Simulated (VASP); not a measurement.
**Mg: relaxation of cell and atoms with LDA**

Crystal: Mg.

```
Mg
1.0
    -1.47650    1.47650    1.47650
     1.47650   -1.47650    1.47650
     1.47650    1.47650   -1.47650
Mg
1
Direct
  0.00000 0.00000 0.00000
```

```
Program                : VASP 6.6.1
Task                   : relaxation of cell and atoms
Functional             : LDA
Potentials or basis    : VASP PAW LDA potentials, release 64 (Mg)
Cutoff                 : 600 eV
k mesh                 : 11 × 11 × 11
Occupations            : gaussian, width 0.15 eV
Spin                   : no spin polarisation
Target pressure        : 30 GPa
Dipole correction      : no
Further INCAR settings : ALGO = Normal; EDIFF = 1e-06; IBRION = 2; EDIFFG = -0.01; NSW = 80; ISIF = 3
```

```json
{
 "Relaxed volume": "14.89 Å³/atom",
 "Relaxed cell": "a = 2.684 Å, b = 2.684 Å, c = 2.684 Å, α = 109.47°, β = 109.47°, γ = 109.47°",
 "Space group after relaxing (to 0.05 Å)": "Im-3m (No. 229)",
 "Energy change on relaxing (the enthalpy is what falls)": "-524.9 meV/atom",
 "Ionic steps": "4",
 "Pressure after relaxing": "30.0 GPa",
 "Band gap on the k mesh": "zero (band 1 reaches 7.79 eV, above the bottom of band 2 at 4.47 eV)"
}
```

The path:
| step | energy change (eV) | largest force (eV/Å) | pressure (GPa) | volume (Å³) |
| --- | --- | --- | --- | --- |
| 1 | 0.0000 | 0.0000 | 55.95 | 12.88 |
| 2 | -0.8236 | 0.0000 | 13.72 | 17.17 |
| 3 | -0.5330 | 0.0000 | 29.57 | 14.94 |
| 4 | -0.5249 | 0.0000 | 29.98 | 14.89 |

Final structure:
```yaml
crystal:
  lattice:
    - [-1.54988, 1.54988, 1.54988]
    - [1.54988, -1.54988, 1.54988]
    - [1.54988, 1.54988, -1.54988]
  atoms:
    - { symbol: Mg, position: [0.00000, 0.00000, 0.00000] }
```

Levels at points of the mesh, in eV from the Fermi level:
```
           k point  band 1  band 2  band 3  band 4  band 5
(0.00, 0.00, 0.00)   -9.12   15.97   15.97   15.97   18.61
```

Wall time 5.4 s on 1 thread of Intel(R) Xeon(R) Platinum 8559C (Emerald Rapids) (shared host), peak memory 0.12 GiB.

Caveat: the cell is relaxed towards a set pressure, so the enthalpy falls and the energy may rise; the volume moved by over 15 % at a fixed basis, so the end points are rough.
